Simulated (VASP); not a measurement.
Write the native input for VASP 6.6.1 that does the following.

```yaml
Task: relaxation of cell and atoms
Functional: LDA
Potentials_or_basis: VASP PAW LDA potentials, release 64 (Ta_pv)
Cutoff: 600 eV
k_mesh: 11 × 11 × 5
Occupations: gaussian, width 0.1 eV
Spin: no spin polarisation
Target_pressure: -2 GPa
Dipole_correction: no
Further_INCAR_settings: ALGO = Normal; EDIFF = 1e-07; IBRION = 2; EDIFFG = -0.005; NSW = 80; ISIF = 3
```

The structure of Ta lies in POSCAR:

```
Ta
1.0
    2.9003720000      0.0000000000      0.0000000000
   -1.4501860000      2.5117958324      0.0000000000
    0.0000000000      0.0000000000      5.1662740000
Ta
2
Direct
    0.6666670000      0.3333330000      0.7500000000
    0.3333330000      0.6666670000      0.2500000000
```

This isn't the form of Ta at room conditions, which is bcc.

These files were run (other wordings do the same):

INCAR

```
SYSTEM = Ta
ALGO = Normal
EDIFF = 1E-7
EDIFFG = -0.005
ENCUT = 600
GGA = CA
IBRION = 2
ISIF = 3
ISMEAR = 0
LASPH = .TRUE.
LCHARG = .FALSE.
LREAL = .FALSE.
LWAVE = .FALSE.
NELM = 100
NSW = 80
PREC = Accurate
PSTRESS = -20.0
SIGMA = 0.1
```

KPOINTS

```
k-points
0
G
  11 11 5
  0 0 0
```

Potentials or basis: VASP PAW LDA potentials, release 64 (Ta_pv).

Run with:

```bash
$ cat potpaw_LDA.64/Ta_pv/POTCAR > POTCAR
$ mpirun -np 1 vasp_std > vasp.out
```

Results of the run:

```json
{"Relaxed volume": "17.91 Å³/atom", "Relaxed cell": "a = 2.846 Å, b = 2.846 Å, c = 5.109 Å, α = 90.00°, β = 90.00°, γ = 120.00°", "Space group after relaxing (to 0.1 Å)": "P6_3/mmc (No. 194)", "Energy change on relaxing (the run minimises the enthalpy)": "-39.8 meV/atom", "Ionic steps": "9", "Pressure after relaxing": "-2.0 GPa", "Band gap on the k mesh": "zero (bands 11 and 12 overlap by 1.73 eV)"}
```

Caveat: the cell is relaxed towards a set pressure, so the run minimises the enthalpy, not the energy; spin-orbit coupling is left out, which moves the levels of the heavy elements.

Wall time 3.3 min on 1 thread of Intel Xeon 8259CL (shared host), peak memory 0.17 GiB.
